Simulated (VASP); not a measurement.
Set up this calculation in VASP 6.6.1, as the native input.

* Task: single point
* Functional: LDA
* Potentials or basis: VASP PAW LDA potentials, release 64 (Sr_sv)
* Cutoff: 520 eV
* k mesh: 15 × 15 × 15
* Occupations: fermi-dirac, width 0.1 eV
* Spin: no spin polarisation
* Dipole correction: no
* Further INCAR settings: ALGO = Normal; EDIFF = 1e-06; NBANDS = 11

The structure of Sr lies in POSCAR:

```
Sr
1.0
    0.0000000000      2.9028949100      2.9028949100
    2.9028949100      0.0000000000      2.9028949100
    2.9028949100      2.9028949100      0.0000000000
Sr
1
Direct
    0.0000000000      0.0000000000      0.0000000000
```

These files were run (other wordings do the same):

INCAR

```
  PREC = Accurate
  ENCUT = 520
  EDIFF = 1E-6
  ISMEAR = -1
  SIGMA = 0.1
  LREAL = False
  LASPH = True
  NELM = 100
  ALGO = Normal
  ISIF = 2
  LWAVE = False
  LCHARG = False
  NBANDS = 11
```

KPOINTS

```
regular mesh
0
Gamma
  15 15 15
```

Potentials or basis: VASP PAW LDA potentials, release 64 (Sr_sv).

Run with:

```bash
$ cat potpaw_LDA.64/Sr_sv/POTCAR > POTCAR
$ mpirun -np 1 vasp_std > vasp.out
```

It gave:

```
Pressure : 0.0 GPa
```

Run time: 24 s on 1 thread of Intel(R) Xeon(R) Platinum 8488C (Sapphire Rapids), on a shared host, peak memory 0.19 GiB.
